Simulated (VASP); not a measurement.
Write the native input for VASP 6.6.1 that does the following.

- Task: single point
- Functional: PBEsol-based global hybrid with 25 % exact exchange
- Potentials or basis: VASP PAW PBE potentials, release 64 (Li_sv)
- Cutoff: 650 eV
- k mesh: 6 × 6 × 6
- Occupations: fermi-dirac, width 0.05 eV
- Spin: no spin polarisation
- Dipole correction: no
- Grid for exact exchange (PRECFOCK): Normal
- Share of exact exchange: 0.25
- Further INCAR settings: ALGO = Normal; EDIFF = 1e-06; NBANDS = 8

The system is Li.

```xyz
1
Lattice="-1.7387 1.7387 1.7387 1.7387 -1.7387 1.7387 1.7387 1.7387 -1.7387" Properties=species:S:1:pos:R:3 pbc="T T T"
Li    0.0000    0.0000    0.0000
```

One way to write it, as run:

POSCAR

```
Li
1.0
   -1.7387199993      1.7387199993      1.7387199993
    1.7387199993     -1.7387199993      1.7387199993
    1.7387199993      1.7387199993     -1.7387199993
Li
1
Direct
    0.0000000000      0.0000000000      0.0000000000
```

INCAR.step1

```
PREC = Accurate
ENCUT = 650
EDIFF = 1E-5
ISMEAR = -1
SIGMA = 0.05
LREAL = F
LASPH = T
NELM = 120
ALGO = Normal
ISIF = 2
LWAVE = T
LCHARG = F
NBANDS = 8
GGA = PE
GGA_COMPAT = F
```

INCAR.step2

```
PREC = Accurate
ENCUT = 650
EDIFF = 1E-6
ISMEAR = -1
SIGMA = 0.05
LREAL = F
LASPH = T
NELM = 120
ALGO = Normal
ISIF = 2
LWAVE = F
LCHARG = F
GGA = PS
LHFCALC = T
AEXX = 0.25
PRECFOCK = Normal
NBANDS = 8
ISTART = 1
GGA_COMPAT = F
```

KPOINTS

```
regular mesh
0
Gamma
  6 6 6
```

Potentials or basis: VASP PAW PBE potentials, release 64 (Li_sv).

Run with:

```sh
$ cat potpaw_PBE.64/Li_sv/POTCAR > POTCAR
$ cp INCAR.step1 INCAR
$ mpirun -np 1 vasp_std > vasp.out
$ cp INCAR.step2 INCAR
$ mpirun -np 1 vasp_std > vasp.out
```

It gave:

The pressure is -0.3 GPa and the band gap on the k mesh is zero (an odd number of electrons rules out a gap without spin polarisation).

Caveat: the k points lie up to 0.43 Å⁻¹ apart, too coarse for converged energies and pressures of a metal; the PAW data sets were made with another functional, which shifts forces and pressure a little.

It took 2.6 min on 1 thread of Intel Xeon 8259CL, on a shared host, peak memory 0.15 GiB.
